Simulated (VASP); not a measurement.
# BeS (F-43m) in VASP: further runs, part 2 of 2

VASP 6.6.1. The steps go on from the part before.

### 3 Single point, PBE+D3(BJ)

INCAR

```
SYSTEM = BeS
ALGO = Normal
EDIFF = 1E-6
ENCUT = 600
GGA = PE
GGA_COMPAT = .FALSE.
ISIF = 2
ISMEAR = 0
IVDW = 12
LASPH = .TRUE.
LCHARG = .FALSE.
LREAL = .FALSE.
LWAVE = .FALSE.
NBANDS = 11
NELM = 120
PREC = Accurate
SIGMA = 0.05
```

KPOINTS

```
k-points
0
G
  8 8 8
  0 0 0
```

POSCAR

```
BeS
1.0
    0.0000000000      2.4249991143      2.4249991143
    2.4249991143      0.0000000000      2.4249991143
    2.4249991143      2.4249991143      0.0000000000
Be S
1 1
Direct
    0.0000000000      0.0000000000      0.0000000000
    0.7500000000      0.7500000000      0.7500000000
```

Potentials or basis: VASP PAW PBE potentials, release 64 (Be, S).

The run is started by

```console
$ cat potpaw_PBE.64/Be/POTCAR potpaw_PBE.64/S/POTCAR > POTCAR
$ mpirun -np 1 vasp_std > vasp.out
```

OUTCAR:

```text
SYSTEM = BeS
   EDIFF = 1E-6
   ENCUT = 600
   GGA = PE
   ISIF = 2
   ISMEAR = 0
   IVDW = 12
   LASPH = .TRUE.
   LREAL = .FALSE.
   NELM = 120
   PREC = Accurate
 IVDW          = 12

 ion  position               nearest neighbor table
   1  0.000  0.000  0.000-   2 2.10   2 2.10   2 2.10   2 2.10
   2  0.750  0.750  0.750-   1 2.10   1 2.10   1 2.10   1 2.10

  LATTYP: Found a face centered cubic cell.
 ALAT       =     4.8499982286

  Lattice vectors:

 A1 = (   0.0000000000,   2.4249991143,   2.4249991143)
 A2 = (   2.4249991143,   0.0000000000,   2.4249991143)
 A3 = (   2.4249991143,   2.4249991143,   0.0000000000)

Analysis of symmetry for initial positions (statically):
=====================================================================
 Subroutine PRICEL returns:
 Original cell was already a primitive cell.

 Routine SETGRP: Setting up the symmetry group for a
 face centered cubic supercell.

 Subroutine GETGRP returns: Found 24 space group operations
 (whereof 24 operations were pure point group operations)
 out of a pool of 48 trial point group operations.

The static configuration has the point symmetry T_d .

Analysis of symmetry for dynamics (positions and initial velocities):
=====================================================================
 Subroutine PRICEL returns:
 Original cell was already a primitive cell.

 Routine SETGRP: Setting up the symmetry group for a
 face centered cubic supercell.

 Subroutine GETGRP returns: Found 24 space group operations
 (whereof 24 operations were pure point group operations)
 out of a pool of 48 trial point group operations.

The dynamic configuration has the point symmetry T_d .

 Subroutine INISYM returns: Found 24 space group operations
 (whereof 24 operations are pure point group operations),
 and found     1 'primitive' translations

----------------------------------------------------------------------------------------

[... 118 lines left out ...]
   LHFCALC =     F    Hartree Fock is set to
   AEXX    =    0.0000 exact exchange contribution
   IVDW    =    12    specifies the selected vdW correction
   LEPSILON=     F    determine dielectric tensor
   LRPA    =     F    only Hartree local field effects (RPA)
 non-spin polarized calculation
 Gauss-broadening in eV      SIGMA  =   0.05
  energy-cutoff  :      600.00
  volume of cell :       28.52
 maximum number of plane-waves:       961
   NGX = 13   NGY = 13   NGZ = 13

 number of electron       7.9999999 magnetization

 Free energy of the ion-electron system (eV)
  ---------------------------------------------------
  ext. energy  EPLUGINS =         0.00000000
  ---------------------------------------------------
  free energy    TOTEN  =       -10.01120670 eV

  energy without entropy =      -10.01120670  energy(sigma->0) =      -10.01120670

 E-fermi :   4.4804     XC(G=0):  -9.7307

 val. band max:        4.1746678642   @ k =   0.0000   0.0000   0.0000
 cond. band min:       7.2856366586   @ k =   0.5000   0.5000   0.0000
 fundamental gap:      3.1109687944
 Fermi energy:         4.4803646698

 k-point     1 :       0.0000    0.0000    0.0000
  band No.  band energies     occupation
      1      -9.5178      2.00000
      2       4.1747      2.00000
      3       4.1747      2.00000
      4       4.1747      2.00000
      5       9.8444      0.00000
      6       9.8444      0.00000
      7       9.8444      0.00000
      8      10.0609      0.00000
      9      16.9882      0.00000
     10      16.9882      0.00000
     11      19.0476      0.00000
[... 309 lines left out ...]
 k-point    24 :      -0.3750    0.2500    0.1250
  band No.  band energies     occupation
      1      -7.6317      2.00000
      2      -1.0788      2.00000
      3       1.3992      2.00000
      4       2.3369      2.00000
      5      10.2743      0.00000
      6      10.7663      0.00000
      7      13.3122      0.00000
      8      14.6947      0.00000
      9      15.6290      0.00000
     10      19.5021      0.00000
     11      20.1579      0.00000

 [... further k-points ...]

------------------------ aborting loop because EDIFF is reached ----------------------------------------

 Edisp (eV)   -0.60275

 E8    (eV) :    -0.2161

  FORCE on cell =-STRESS in cart. coord.  units (eV):
  Direction    XX          YY          ZZ          XY          YZ          ZX
  --------------------------------------------------------------------------------------
  -------------------------------------------------------------------------------------
  Total      -0.35329    -0.35329    -0.35329    -0.00000     0.00000     0.00000
  in kB     -19.84638   -19.84638   -19.84638    -0.00000     0.00000     0.00000
  external pressure =      -19.85 kB  Pullay stress =        0.00 kB

 VOLUME and BASIS-vectors are now :
 -----------------------------------------------------------------------------
  energy-cutoff  :      600.00
  volume of cell :       28.52
      direct lattice vectors                 reciprocal lattice vectors
     0.000000000  2.424999114  2.424999114    -0.206185642  0.206185642  0.206185642
     2.424999114  0.000000000  2.424999114     0.206185642 -0.206185642  0.206185642
     2.424999114  2.424999114  0.000000000     0.206185642  0.206185642 -0.206185642

 POSITION                                       TOTAL-FORCE (eV/Angst)
 -----------------------------------------------------------------------------------
      0.00000      0.00000      0.00000        -0.000000     -0.000000     -0.000000
      3.63750      3.63750      3.63750         0.000000      0.000000      0.000000
 -----------------------------------------------------------------------------------
    total drift:                                0.000000      0.000000     -0.000000

  FREE ENERGIE OF THE ION-ELECTRON SYSTEM (eV)
  ---------------------------------------------------
  free  energy   TOTEN  =       -10.6139615383 eV

  energy  without entropy=      -10.6139615383  energy(sigma->0) =      -10.61396154
```

OSZICAR:

```text
N       E                     dE             d eps       ncg     rms          rms(c)
DAV:   1     0.230911477232E+02    0.23091E+02   -0.43355E+03   638   0.709E+02
DAV:   2    -0.887611423239E+01   -0.31967E+02   -0.30247E+02   866   0.125E+02
DAV:   3    -0.101782309265E+02   -0.13021E+01   -0.13000E+01   819   0.246E+01
DAV:   4    -0.101861934668E+02   -0.79625E-02   -0.79604E-02   822   0.229E+00
DAV:   5    -0.101862371628E+02   -0.43696E-04   -0.43695E-04   829   0.153E-01    0.566E+00
DAV:   6    -0.100508013854E+02    0.13544E+00   -0.11640E-01   746   0.164E+00    0.385E+00
DAV:   7    -0.100098682547E+02    0.40933E-01   -0.11853E-01   806   0.182E+00    0.994E-01
DAV:   8    -0.100110674622E+02   -0.11992E-02   -0.65556E-03   825   0.420E-01    0.146E-01
DAV:   9    -0.100111620876E+02   -0.94625E-04   -0.50662E-04   785   0.144E-01    0.299E-02
DAV:  10    -0.100112009892E+02   -0.38902E-04   -0.71073E-05   784   0.470E-02    0.986E-03
DAV:  11    -0.100112064366E+02   -0.54474E-05   -0.17102E-05   775   0.217E-02    0.847E-03
DAV:  12    -0.100112066978E+02   -0.26114E-06   -0.40821E-07   633   0.465E-03
   1 F= -.10613962E+02 E0= -.10613962E+02  d E =-.964300E-20
```

stdout:

```text
POSCAR found type information on POSCAR BeS
 POSCAR found :  2 types and       2 ions
 scaLAPACK will be used
 LDA part: xc-table for (Slater+PW92), standard interpolation
 POSCAR, INCAR and KPOINTS ok, starting setup
 FFT: planning ... GRIDC
 FFT: planning ... GRID_SOFT
 FFT: planning ... GRID
 WAVECAR not read
 entering main loop
```

Wall time 20 s (1 thread of Intel Xeon 8259CL, shared host); peak memory 0.16 GiB.

What came out:

```yaml
Free_energy: -10.6140 eV
Pressure: -2.0 GPa
Band_gap_on_the_k_mesh: 3.11 eV (least direct gap 5.67 eV)
Dispersion_energy_per_atom: -0.301 eV
```

Levels at points of the mesh, in eV from the valence-band top:
```
           k point  band 1  band 2  band 3  band 4  band 5  band 6  band 7  band 8
(0.00, 0.00, 0.00)  -13.69    0.00    0.00    0.00    5.67    5.67    5.67    5.89
(0.50, 0.00, 0.00)  -12.08   -5.79   -1.03   -1.03    5.48    6.56    6.56   11.21
(0.50, 0.50, 0.00)  -11.54   -5.02   -2.64   -2.64    3.11    4.92   12.78   12.78
```

Caveat: three body term missing. A hybrid or GW would open this gap; PBE tends to underestimate it.

### 4 Single point, PBE+D3(BJ) (14.11 Å³/atom)

This run uses another cell than the first one, of 14.11 Å³/atom.

INCAR

```
  PREC = Accurate
  ENCUT = 600
  EDIFF = 1E-6
  ISMEAR = 0
  SIGMA = 0.05
  LREAL = F
  LASPH = T
  NELM = 120
  ALGO = Normal
  ISIF = 2
  LWAVE = F
  LCHARG = T
  GGA = PE
  IVDW = 12
  LELF = T
  LVHAR = T
  NBANDS = 11
  GGA_COMPAT = F
```

KPOINTS

```
regular mesh
0
Gamma
  8 8 8
```

POSCAR

```
BeS
1.0
    0.0000000000      2.4163638573      2.4163638573
    2.4163638573      0.0000000000      2.4163638573
    2.4163638573      2.4163638573      0.0000000000
Be S
1 1
Direct
    0.0000000000      0.0000000000      0.0000000000
    0.7500000000      0.7500000000      0.7500000000
```

The run is started by

```console
$ cat potpaw_PBE.64/Be/POTCAR potpaw_PBE.64/S/POTCAR > POTCAR
$ mpirun -np 1 vasp_std > vasp.out
```

Wall time 23 s (1 thread of Intel Xeon 8259CL, shared host); peak memory 0.16 GiB.

It converged, with:

```
Free energy                : -10.6168 eV
Pressure                   : -1.0 GPa
Band gap on the k mesh     : 3.09 eV (least direct gap 5.67 eV)
Dispersion energy per atom : -0.305 eV
```

Levels at points of the mesh, in eV from the valence-band top:
```
           k point  band 1  band 2  band 3  band 4  band 5  band 6  band 7  band 8
(0.00, 0.00, 0.00)  -13.77    0.00    0.00    0.00    5.67    5.67    5.67    5.98
(0.50, 0.00, 0.00)  -12.12   -5.86   -1.05   -1.05    5.52    6.56    6.56   11.26
(0.50, 0.50, 0.00)  -11.57   -5.07   -2.68   -2.68    3.09    4.91   12.87   12.87
```

Caveat: three body term missing. A k mesh can miss the band edges.

### 5 Single point, PBE+D3(BJ) (14.03 Å³/atom)

This run uses another cell than the first one, of 14.03 Å³/atom.

INCAR

```
PREC = Accurate
ENCUT = 600
EDIFF = 1E-6
ISMEAR = 0
SIGMA = 0.05
LREAL = F
LASPH = T
NELM = 120
ALGO = Normal
ISIF = 2
LWAVE = F
LCHARG = F
GGA = PE
IVDW = 12
NBANDS = 11
GGA_COMPAT = F
```

KPOINTS is that of step 4.

POSCAR

```
BeS
1.0
    0.0000000000      2.4116960964      2.4116960964
    2.4116960964      0.0000000000      2.4116960964
    2.4116960964      2.4116960964      0.0000000000
Be S
1 1
Direct
    0.0000000000      0.0000000000      0.0000000000
    0.7500000000      0.7500000000      0.7500000000
```

The run is started by

```console
$ cat potpaw_PBE.64/Be/POTCAR potpaw_PBE.64/S/POTCAR > POTCAR
$ mpirun -np 1 vasp_std > vasp.out
```

Run time: 25 s. Hardware: 1 thread of Intel Xeon 8259CL, shared host; peak memory 0.16 GiB.

It converged, with:

| Item | Value |
| --- | --- |
| Free energy | -10.6175 eV |
| Pressure | -0.4 GPa |
| Band gap on the k mesh | 3.07 eV (least direct gap 5.66 eV) |
| Dispersion energy per atom | -0.307 eV |

Levels at points of the mesh, in eV from the valence-band top:
```
           k point  band 2  band 3  band 4  band 5  band 6  band 7
(0.00, 0.00, 0.00)    0.00    0.00    0.00    5.66    5.66    5.66
(0.50, 0.00, 0.00)   -5.89   -1.06   -1.06    5.54    6.56    6.56
(0.50, 0.50, 0.00)   -5.10   -2.70   -2.70    3.07    4.90   12.92
```

Caveat: three body term missing.

### 6 The runs side by side

```tsv
level	cell	gap on the mesh (eV)	pressure (GPa)
PBE	a = 3.429 Å, angles 60.0°, 2 atoms	3.11	1.6
PBE+D3(BJ)	a = 3.429 Å, angles 60.0°, 2 atoms	3.11	-2.0
PBE+D3(BJ)	a = 3.417 Å, angles 60.0°, 2 atoms	3.09	-1.0
PBE+D3(BJ)	a = 3.411 Å, angles 60.0°, 2 atoms	3.07	-0.4
```

Alike in all rows: task single point; potentials or basis VASP PAW PBE potentials, release 64 (Be, S); no spin polarisation; k mesh 8 × 8 × 8; cutoff (eV) 600; smearing gaussian 0.05 eV.

Caveats: three body term missing (at least some runs).

Absolute energies hang on the potentials; compare differences alone.
